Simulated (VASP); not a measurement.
# SnSe: single point with r2SCAN

Crystal: SnSe.

```
CELL_PARAMETERS angstrom
3.66950 0.00000 0.00000
0.00000 3.66950 0.00000
0.00000 0.00000 3.66950
ATOMIC_POSITIONS crystal
Sn 0.50000 0.50000 0.50000
Se 0.00000 0.00000 0.00000
```

```yaml
Program: VASP 6.6.1
Task: single point
Functional: r2SCAN
Potentials_or_basis: VASP PAW PBE potentials, release 64 (Sn_d, Se)
Cutoff: 520 eV
k_mesh: 6 × 6 × 6
Occupations: gaussian, width 0.1 eV
Spin: no spin polarisation
```

| Property | Result |
| --- | --- |
| Pressure | -0.2 GPa |
| Band gap on the k mesh | zero (band 10 reaches 6.50 eV, above the bottom of band 11 at 5.19 eV) |

Levels at points of the mesh, in eV from the Fermi level:
| k point | band 6 | band 7 | band 8 | band 9 | band 10 | band 11 | band 12 | band 13 | band 14 | band 15 |
| --- | --- | --- | --- | --- | --- | --- | --- | --- | --- | --- |
| (0.00, 0.00, 0.00) | -14.25 | -5.71 | -2.00 | -2.00 | -2.00 | 4.95 | 4.95 | 6.45 | 6.45 | 6.45 |
| (0.50, 0.00, 0.00) | -13.19 | -8.61 | -0.67 | -0.67 | 0.23 | 0.56 | 3.29 | 3.29 | 7.03 | 8.18 |
| (0.50, 0.50, 0.00) | -12.47 | -6.19 | -5.15 | -5.15 | -0.24 | 4.47 | 4.47 | 5.00 | 7.17 | 9.05 |
| (0.50, 0.50, 0.50) | -12.05 | -4.56 | -3.11 | -3.11 | -3.11 | -0.95 | -0.95 | -0.95 | 15.08 | 15.08 |

Wall time 110 s on 1 thread of AMD EPYC 7571, with other jobs on the host, peak memory 0.14 GiB.

Caveat: the PAW data sets were made with another functional, which shifts forces and pressure a little; spin-orbit coupling is left out, which moves the levels of the heavy elements.
